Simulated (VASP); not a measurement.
# Be12H2N in VASP: a series of runs

Runs on Be12H2N. Level: PBE. Tasks: single point.

Everything below comes from runs of VASP 6.6.1. Logs are shortened: lines on timing, memory, paths and dates and some standing lists are left out, and cuts for length are marked.

### Step 1. The cell of the first run

The cell holds a slab with vacuum, 15 atoms: a = 4.580 Å, b = 4.580 Å, c = 16.588 Å, α = 90.00°, β = 90.00°, γ = 60.00°.

### Step 2. Single point, PBE

Contents of INCAR:

```
SYSTEM = Be12H2N
PREC     = Accurate       ! precision mode
ENCUT    = 520            ! plane-wave cutoff, eV
EDIFF    = 1E-6           ! SCF threshold, eV
ISMEAR   = 0              ! smearing method
SIGMA    = 0.05           ! smearing width, eV
LREAL    = Auto         
LASPH    = .TRUE.         ! aspherical terms in the spheres
NELM     = 60             ! most SCF steps
ALGO     = Normal         ! electronic algorithm
ISIF     = 2              ! what is computed and relaxed
LWAVE    = .FALSE.        ! write WAVECAR
LCHARG   = .FALSE.        ! write CHGCAR
GGA      = PE             ! functional
NBANDS   = 28             ! bands
```

Contents of KPOINTS:

```
Automatic mesh
0
G
  6 6 1
  0 0 0
```

Contents of POSCAR:

```
Be12H2N
1.0
    4.5800000000      0.0000000000      0.0000000000
    2.2900000000      3.9663960000      0.0000000000
    0.0000000000      0.0000000000     16.5884300000
Be N H
12 1 2
Direct
    0.0000000000      0.0000000000      0.0602830000
    0.5000000000      0.0000000000      0.0602830000
    0.0000000000      0.5000000000      0.0602830000
    0.5000000000      0.5000000000      0.0602830000
   -0.1647466889      0.3365313624      0.1742140006
    0.3427070832      0.3261217854      0.1702821380
   -0.1749299924      0.8443962920      0.1703760137
    0.3290759008      0.8292454138      0.1687266450
    0.0018131122     -0.0050912862      0.2988737205
    0.4895104955     -0.0086024687      0.2715626295
    0.0170875933      0.5194849285      0.2713919163
    0.4925954541      0.5040711743      0.2987794377
    0.7565619353      0.2585891156      0.3741550048
    0.8641556389      0.3656362918      0.4080499826
    0.6564753102      0.1583455735      0.4126813560
```

Potentials or basis: VASP PAW PBE potentials, release 64 (Be, N, H).

The run is started by

```bash
> cat potpaw_PBE.64/Be/POTCAR potpaw_PBE.64/N/POTCAR potpaw_PBE.64/H/POTCAR > POTCAR
> mpirun -np 1 vasp_std > vasp.out
```

OUTCAR:

```text
SYSTEM = Be12H2N
   PREC = Accurate
   ENCUT = 520
   EDIFF = 1E-6
   ISMEAR = 0
   LREAL = Auto
   LASPH = .TRUE.
   NELM = 60
   ISIF = 2
   GGA = PE

 ion  position               nearest neighbor table
   1  0.000  0.000  0.060-   8 2.22   7 2.25   3 2.29   3 2.29   4 2.29   4 2.29   2 2.29   2 2.29
                             5 2.31
   2  0.500  0.000  0.060-   7 2.24   6 2.24   8 2.25   4 2.29   3 2.29   4 2.29   3 2.29   1 2.29
                             1 2.29
   3  0.000  0.500  0.060-   6 2.28   7 2.28   1 2.29   1 2.29   2 2.29   2 2.29   4 2.29   4 2.29
                             5 2.29
   4  0.500  0.500  0.060-   8 2.22   6 2.25   2 2.29   1 2.29   2 2.29   1 2.29   3 2.29   3 2.29
                             5 2.31
   5  0.835  0.337  0.174-  11 2.17   7 2.28   6 2.28   8 2.29   3 2.29   8 2.29   6 2.30   7 2.30
                             4 2.31   1 2.31
   6  0.343  0.326  0.170-  11 2.12  10 2.14   7 2.21   2 2.24   4 2.25   8 2.27   3 2.28   5 2.28
                             5 2.30   8 2.31   7 2.37
   7  0.825  0.844  0.170-  11 2.12  10 2.14   6 2.21   2 2.24   1 2.25   8 2.27   5 2.28   3 2.28
                             5 2.30   8 2.31   6 2.37
   8  0.329  0.829  0.169-  10 2.13   1 2.22   4 2.22   2 2.25   6 2.27   7 2.27   5 2.29   5 2.29
                             7 2.31   6 2.31
   9  0.002  0.995  0.299-  13 1.71  11 2.19  12 2.25  10 2.27  12 2.33
  10  0.490  0.991  0.272-   8 2.13   6 2.14   7 2.14  12 2.27   9 2.27  11 2.30  11 2.30
  11  0.017  0.519  0.271-   7 2.12   6 2.12   5 2.17  12 2.19   9 2.19  10 2.30  10 2.30
  12  0.493  0.504  0.299-  13 1.71  11 2.19   9 2.25  10 2.27   9 2.33
  13  0.757  0.259  0.374-  15 1.02  14 1.02   9 1.71  12 1.71
  14  0.864  0.366  0.408-  13 1.02
  15  0.656  0.158  0.413-  13 1.02

  LATTYP: Found a hexagonal cell.
 ALAT       =     4.5799996975
 C/A-ratio  =     3.6219281868

  Lattice vectors:

 A1 = (  -2.2900000000,  -3.9663960000,   0.0000000000)
 A2 = (   4.5800000000,   0.0000000000,   0.0000000000)
 A3 = (   0.0000000000,   0.0000000000,  16.5884300000)

Analysis of symmetry for initial positions (statically):
=====================================================================
 Subroutine PRICEL returns:
 Original cell was already a primitive cell.

 Routine SETGRP: Setting up the symmetry group for a
 hexagonal supercell.

 Subroutine GETGRP returns: Found  1 space group operations
 (whereof  1 operations were pure point group operations)
 out of a pool of 24 trial point group operations.

The static configuration has the point symmetry C_1 .

Analysis of symmetry for dynamics (positions and initial velocities):
=====================================================================
 Subroutine PRICEL returns:
 Original cell was already a primitive cell.

 Routine SETGRP: Setting up the symmetry group for a
 hexagonal supercell.

 Subroutine GETGRP returns: Found  1 space group operations
 (whereof  1 operations were pure point group operations)
 out of a pool of 24 trial point group operations.

The dynamic configuration has the point symmetry C_1 .

 Subroutine INISYM returns: Found  1 space group operations
 (whereof  1 operations are pure point group operations),
 and found     1 'primitive' translations

----------------------------------------------------------------------------------------

                                     Primitive cell

  volume of cell :     301.3470

  direct lattice vectors                    reciprocal lattice vectors
     4.580000000  0.000000000  0.000000000     0.218340611 -0.126059022  0.000000000
     2.290000000  3.966396000  0.000000000     0.000000000  0.252118044  0.000000000
     0.000000000  0.000000000 16.588430000     0.000000000  0.000000000  0.060282980

  length of vectors
     4.580000000  4.579999697 16.588430000     0.252118027  0.252118044  0.060282980

  position of ions in fractional coordinates (direct lattice)
     0.000000000  0.000000000  0.060283000
     0.500000000  0.000000000  0.060283000
     0.000000000  0.500000000  0.060283000
     0.500000000  0.500000000  0.060283000
     0.835253311  0.336531362  0.174214001
     0.342707083  0.326121785  0.170282138
     0.825070008  0.844396292  0.170376014
     0.329075901  0.829245414  0.168726645
     0.001813112  0.994908714  0.298873720
[... 39 lines left out ...]

  Length of vectors
     0.042019671  0.042019674  0.060282980

  Shift w.r.t. Gamma in fractional coordinates (k-lattice)
     0.000000000  0.000000000  0.000000000

 Subroutine IBZKPT returns following result:
 ===========================================

 Found     20 irreducible k-points:

 Following reciprocal coordinates:
            Coordinates               Weight
  0.000000  0.000000  0.000000      1.000000
  0.166667 -0.000000  0.000000      2.000000
  0.166667  0.166667  0.000000      2.000000
  0.000000  0.166667  0.000000      2.000000
  0.333333  0.000000  0.000000      2.000000
  0.333333  0.333333  0.000000      2.000000
[... 12 lines left out ...]
  0.500000 -0.333333  0.000000      2.000000
 -0.333333  0.333333  0.000000      2.000000
   k-points           NKPTS =     20   k-points in BZ     NKDIM =     20   number of bands    NBANDS=     28
   number of dos      NEDOS =    301   number of ions     NIONS =     15
   total plane-waves  NPLWV = 163296
   dimension x,y,z NGX =    36 NGY =   36 NGZ =  126
   dimension x,y,z NGXF=    72 NGYF=   72 NGZF=  252
   ions per type =              12   1   2
   NGX,Y,Z   is equivalent  to a cutoff of  13.07, 13.07, 12.63 a.u.
   NGXF,Y,Z  is equivalent  to a cutoff of  26.13, 26.13, 25.25 a.u.
 SYSTEM =  Be12H2N
   PREC   = accura    normal or accurate (medium, high low for compatibility)
   ISTART =      0    job   : 0-new  1-cont  2-samecut
   ICHARG =      2    charge: 1-file 2-atom 10-const
   ISPIN  =      1    spin polarized calculation?
   LNONCOLLINEAR =      F non collinear calculations
   LSORBIT =      F    spin-orbit coupling
   LASPH  =      T    aspherical Exc in radial PAW
   ENCUT  =  520.0 eV  38.22 Ry    6.18 a.u.   8.52  8.52 30.84*2*pi/ulx,y,z
   NELM   =     60;   NELMIN=  2; NELMDL= -5     # of ELM steps
   EDIFF  = 0.1E-05   stopping-criterion for ELM
   LREAL  =      T    real-space projection
   EDIFFG = 0.1E-04   stopping-criterion for IOM
   NSW    =      0    number of steps for IOM
   IBRION =     -1    ionic relax: 0-MD 1-quasi-New 2-CG
   NFREE  =      0    steps in history (QN), initial steepest desc. (CG)
   ISIF   =      2    stress and relaxation
   ISYM   =      2    0-nonsym 1-usesym 2-fastsym
   POTIM  = 0.5000    time-step for ionic-motion
   TEBEG  =    0.0;   TEEND  =   0.0 temperature during run
   PSTRESS=    0.0 pullay stress
   NELECT =      31.0000    total number of electrons
   NUPDOWN=      -1.0000    fix difference up-down
   EMIN   =  10.00;   EMAX   =-10.00  energy-range for DOS
   EFERMI =   0.00;   METHOD = LEGACY
   ISMEAR =     0;   SIGMA  =   0.05  broadening in eV -4-tet -1-fermi 0-gaus
   EFERMI_NEDOS =   21; number of points for ismear=-14 and -15
   IALGO  =     38    algorithm
   IMIX   =      4    mixing-type and parameters
     AMIX     =   0.40;   BMIX     =  1.00
     AMIX_MAG =   1.60;   BMIX_MAG =  1.00
  volume/ion in A,a.u.               =      20.09       135.57
  Fermi-wavevector in a.u.,A,eV,Ry     =   0.767078  1.449568  8.005795  0.588409
  Thomas-Fermi vector in A             =   1.867557
   LORBIT       =      0    0 simple, 1 ext, 2 COOP (PROOUT), +10 PAW based schemes
   GGA     = PE    functional components
   LHFCALC =     F    Hartree Fock is set to
   AEXX    =    0.0000 exact exchange contribution
   IVDW    =     0    specifies the selected vdW correction
   LEPSILON=     F    determine dielectric tensor
   LRPA    =     F    only Hartree local field effects (RPA)
 non-spin polarized calculation
 Gauss-broadening in eV      SIGMA  =   0.05
  energy-cutoff  :      520.00
  volume of cell :      301.35
 maximum number of plane-waves:      8143
 NGX is ok and might be reduce to    36
   NGX = 17   NGY = 17   NGZ = 61

 number of electron      31.0000000 magnetization

 Free energy of the ion-electron system (eV)
  ---------------------------------------------------
  ext. energy  EPLUGINS =         0.00000000
  ---------------------------------------------------
  free energy    TOTEN  =       -57.62595182 eV

  energy without entropy =      -57.61901931  energy(sigma->0) =      -57.62248557

 E-fermi :  -0.2707     XC(G=0):  -5.1255

 val. band max:       -0.2826128583   @ k =   0.5000   0.1667   0.0000
 cond. band min:      -0.2179252666   @ k =   0.3333   0.3333   0.0000
 fundamental gap:      0.0646875917
 Fermi energy:        -0.2707157098

 k-point     1 :       0.0000    0.0000    0.0000
  band No.  band energies     occupation
      1     -17.7452      2.00000
      2      -9.9499      2.00000
      3      -8.6073      2.00000
      4      -8.1233      2.00000
      5      -6.6837      2.00000
      6      -4.2181      2.00000
[... 589 lines left out ...]
     26       5.9196      0.00000
     27       5.9944      0.00000
 [bands above 27 left out]

------------------------ aborting loop because EDIFF is reached ----------------------------------------

  FORCE on cell =-STRESS in cart. coord.  units (eV):
  Direction    XX          YY          ZZ          XY          YZ          ZX
  --------------------------------------------------------------------------------------
  -------------------------------------------------------------------------------------
  Total       -6.3030810     -6.7109564     -0.0183185      0.3510391     -0.0469996      0.0167004
  in kB      -33.5117139    -35.6802725     -0.0973945      1.8663767     -0.2498838      0.0887914
  external PRESSURE =     -23.0964603 kB  Pullay stress =       0.0000000 kB

 VOLUME and BASIS-vectors are now :
 -----------------------------------------------------------------------------
  energy-cutoff  :      520.00
  volume of cell :      301.35
      direct lattice vectors                 reciprocal lattice vectors
     4.580000000  0.000000000  0.000000000     0.218340611 -0.126059022  0.000000000
     2.290000000  3.966396000  0.000000000     0.000000000  0.252118044  0.000000000
     0.000000000  0.000000000 16.588430000     0.000000000  0.000000000  0.060282980

 POSITION                                       TOTAL-FORCE (eV/Angst)
 -----------------------------------------------------------------------------------
      0.00000      0.00000      1.00000        -0.098273      0.201500      0.011889
      2.29000      0.00000      1.00000         0.064372      0.040066     -0.057642
      1.14500      1.98320      1.00000        -0.096086     -0.047622      0.016458
      3.43500      1.98320      1.00000         0.120747     -0.179995      0.012825
      4.59612      1.33482      2.88994         0.002983     -0.006257      0.005141
      2.31642      1.29353      2.82471         0.009818      0.013000     -0.006873
      5.71249      3.34921      2.82627         0.005470     -0.006346     -0.020263
      3.40614      3.28912      2.79891        -0.010334      0.005885      0.015641
      2.28665      3.94620      4.95785         0.017119     -0.021028     -0.017500
      4.51226      3.93228      4.50480        -0.001054      0.003053      0.008364
      1.26788      2.06048      4.50197        -0.009605     -0.017925      0.011966
      3.41041      1.99935      4.95628         0.002485      0.009098      0.002339
      4.05722      1.02567      6.20664        -0.012597     -0.002632      0.035265
      4.79514      1.45026      6.76891         0.008266      0.008647     -0.010244
      3.36927      0.62806      6.84574        -0.003311      0.000557     -0.007365
 -----------------------------------------------------------------------------------
    total drift:                                0.000031     -0.000755     -0.001032

  FREE ENERGIE OF THE ION-ELECTRON SYSTEM (eV)
  ---------------------------------------------------
  free  energy   TOTEN  =       -57.6259518202 eV

  energy  without entropy=      -57.6190193148  energy(sigma->0) =      -57.62248557
```

Wall time 4.2 min (1 thread of AMD EPYC 7R13 (Zen 3), shared host); peak memory 0.4 GiB.

What came out:

* Free energy: -57.6260 eV
* Largest force: 0.225 eV/Å

Forces on the atoms (eV/Å):
```
Be  -0.098  0.202  0.012
Be   0.064  0.040 -0.058
Be  -0.096 -0.048  0.016
Be   0.121 -0.180  0.013
Be   0.003 -0.006  0.005
Be   0.010  0.013 -0.007
Be   0.005 -0.006 -0.020
Be  -0.010  0.006  0.016
Be   0.017 -0.021 -0.018
Be  -0.001  0.003  0.008
Be  -0.010 -0.018  0.012
Be   0.002  0.009  0.002
N   -0.013 -0.003  0.035
H    0.008  0.009 -0.010
H   -0.003  0.001 -0.007
```

Levels at points of the mesh, in eV from the Fermi level:
```csv
k point,band 12,band 13,band 14,band 15,band 16,band 17,band 18,band 19,band 20,band 21
"(0.00, 0.00, 0.00)",-2.01,-1.86,-1.83,-1.82,-1.63,-0.18,2.47,2.62,2.68,2.85
"(0.50, 0.00, 0.00)",-2.09,-1.66,-1.28,0.06,0.50,0.82,1.95,3.26,3.41,4.16
"(0.50, 0.50, 0.00)",-2.12,-2.05,-1.16,-0.06,0.30,0.85,2.86,3.09,3.48,3.77
"(0.00, 0.50, 0.00)",-2.09,-1.66,-1.28,0.06,0.50,0.82,1.95,3.27,3.41,4.16
```

### Step 3. Single point, PBE

Contents of INCAR:

```
SYSTEM = Be12H2N
ALGO = Normal
EDIFF = 1E-6
ENCUT = 520
GGA = PE
ISIF = 2
ISMEAR = 0
LASPH = .True.
LCHARG = .True.
LELF = .True.
LREAL = Auto
LVHAR = .True.
LWAVE = .False.
NBANDS = 28
NELM = 80
PREC = Accurate
SIGMA = 0.05
```

Contents of KPOINTS:

```
k-points
0
Gamma
  6 6 1
  0 0 0
```

Contents of POSCAR:

```
Be12H2N
1.0
    4.5800000000      0.0000000000      0.0000000000
    2.2900000000      3.9663960000      0.0000000000
    0.0000000000      0.0000000000     16.5884300000
Be N H
12 1 2
Direct
    0.0000000000      0.0000000000      0.0602829800
    0.5000000000      0.0000000000      0.0602829800
   -0.0000000200      0.5000000400      0.0602829800
    0.4999999800      0.5000000400      0.0602829800
   -0.1664214591      0.3362470136      0.1754695434
    0.3303645941      0.3349562820      0.1676066021
   -0.1664883165      0.8300791103      0.1755484936
    0.3253451007      0.8376808985      0.1678059889
   -0.0008904633      0.0006762128      0.2734260591
    0.5150506843     -0.0185316898      0.2903262779
    0.0073784387      0.4964795421      0.2854723459
    0.5149325792      0.5049916372      0.2904080670
    0.3474190668      0.3269593551      0.3421998419
    0.3097193766      0.8459326406      0.3269248178
    0.3376273978      0.3316699540      0.4033182211
```

Potentials or basis: VASP PAW PBE potentials, release 64 (Be, N, H).

The run is started by

```bash
> cat potpaw_PBE.64/Be/POTCAR potpaw_PBE.64/N/POTCAR potpaw_PBE.64/H/POTCAR > POTCAR
> mpirun -np 1 vasp_std > vasp.out
```

Run time: 4.3 min. Hardware: 1 thread of AMD EPYC 7R13 (Zen 3), shared host; peak memory 0.41 GiB.

Results (log left out):

```
Free energy   : -58.1234 eV
Largest force : 0.276 eV/Å
```

Forces in eV/Å, atoms in the order of the input:
```
Be  -0.130  0.074  0.136
Be   0.103 -0.182 -0.138
Be  -0.198  0.115  0.155
Be   0.211  0.006 -0.138
Be   0.005 -0.009 -0.002
Be  -0.009  0.006  0.012
Be   0.022  0.011 -0.010
Be  -0.003 -0.008 -0.018
Be  -0.002  0.004 -0.006
Be   0.010 -0.021 -0.014
Be  -0.035  0.026 -0.015
Be   0.024 -0.012 -0.021
N   -0.004 -0.004  0.059
H    0.004 -0.004  0.016
H    0.001 -0.001 -0.016
```

Levels at points of the mesh, in eV from the Fermi level:
| k point | band 12 | band 13 | band 14 | band 15 | band 16 | band 17 | band 18 | band 19 |
| --- | --- | --- | --- | --- | --- | --- | --- | --- |
| (0.00, 0.00, 0.00) | -1.98 | -1.84 | -1.80 | -1.80 | -1.68 | 0.82 | 2.43 | 2.80 |
| (0.50, 0.00, 0.00) | -1.73 | -1.52 | -1.10 | -0.45 | 0.80 | 0.85 | 2.76 | 3.36 |
| (0.50, 0.50, 0.00) | -2.27 | -1.48 | -0.81 | -0.60 | 0.10 | 0.99 | 2.81 | 3.14 |
| (0.00, 0.50, 0.00) | -2.28 | -1.48 | -0.81 | -0.60 | 0.10 | 0.99 | 2.81 | 3.14 |
